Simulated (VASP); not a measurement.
Os: single point with r2SCAN

Os:

```
Os
1.0
     0.00000    1.96650    1.96650
     1.96650    0.00000    1.96650
     1.96650    1.96650    0.00000
Os
1
Cartesian
  0.0000 0.0000 0.0000
```

This isn't the form of Os at room conditions, which is hcp.

- Program: VASP 6.6.1
- Task: single point
- Functional: r2SCAN
- Potentials or basis: VASP PAW PBE potentials, release 64 (Os)
- Cutoff: 520 eV
- k mesh: 16 × 16 × 16
- Occupations: fermi-dirac, width 0.1 eV
- Spin: no spin polarisation
- Dipole correction: no
- Further INCAR settings: ALGO = Normal; EDIFF = 1e-07; NBANDS = 10

```json
{
  "Pressure": "-26.7 GPa",
  "Band gap on the k mesh": "zero (bands 4 and 5 overlap by 3.77 eV)"
}
```

Levels at points of the mesh, in eV from the Fermi level:
```csv
k point,band 1,band 2,band 3,band 4,band 5,band 6,band 7,band 8
"(0.00, 0.00, 0.00)",-10.57,-2.78,-2.78,-2.78,-0.02,-0.02,14.95,20.60
"(0.50, 0.00, 0.00)",-7.31,-2.93,-2.93,-0.23,2.19,2.19,8.39,14.52
"(0.50, 0.50, 0.00)",-7.08,-6.42,2.12,2.21,2.82,2.82,11.56,12.31
```

Wall time 32 s on 1 thread of Intel(R) Xeon(R) 6975P-C (Granite Rapids), with other jobs on the host, peak memory 0.16 GiB.

Caveat: the cell stands under tension; the PAW data sets were made with another functional, which shifts forces and pressure a little; spin-orbit coupling is left out, which moves the levels of the heavy elements.
